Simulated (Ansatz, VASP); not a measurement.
## BaTiO3 in VASP and in Ansatz

```
Ba Ti O
1.0
     4.04513    0.00000    0.00000
     0.00000    4.04513    0.00000
     0.00000    0.00000    4.20181
Ba Ti O
1 1 3
Direct
  0.00000 0.00000 0.98632
  0.50000 0.50000 0.46908
  0.50000 0.50000 0.03785
  0.50000 0.00000 0.51738
  0.00000 0.50000 0.51738
```

Alike in both runs: task single point; functional PBE; k mesh 8 × 8 × 6; occupations gaussian, width 0.05 eV; no spin polarisation.

|  | VASP | Ansatz |
| --- | --- | --- |
| version | VASP 6.6.1 | Ansatz 0.2.0 |
| potentials or method | VASP PAW PBE potentials, release 64 (Ba_sv, Ti_sv, O), cutoff 520 eV | scalar-relativistic, plane waves, PAW |
| valence electrons in the cell | 40 | 40 |

|  | VASP | Ansatz | Ansatz less VASP |
| --- | --- | --- | --- |
| gap on the k mesh at the Fermi level (eV) | 1.73 | 1.79 | +0.056 |
| pressure (GPa) | -2.9 | -4.3 | -1.42 |
| traceless stress, the component that is largest in VASP (GPa) | 1.68 | 1.59 | -0.089 |
| rms of the force components (eV/Å) | 0.025 | 0.041 | +0.0159 |

Atom by atom the forces differ by 0.036 eV/Å (rms over components).

Spin-orbit coupling is off throughout.
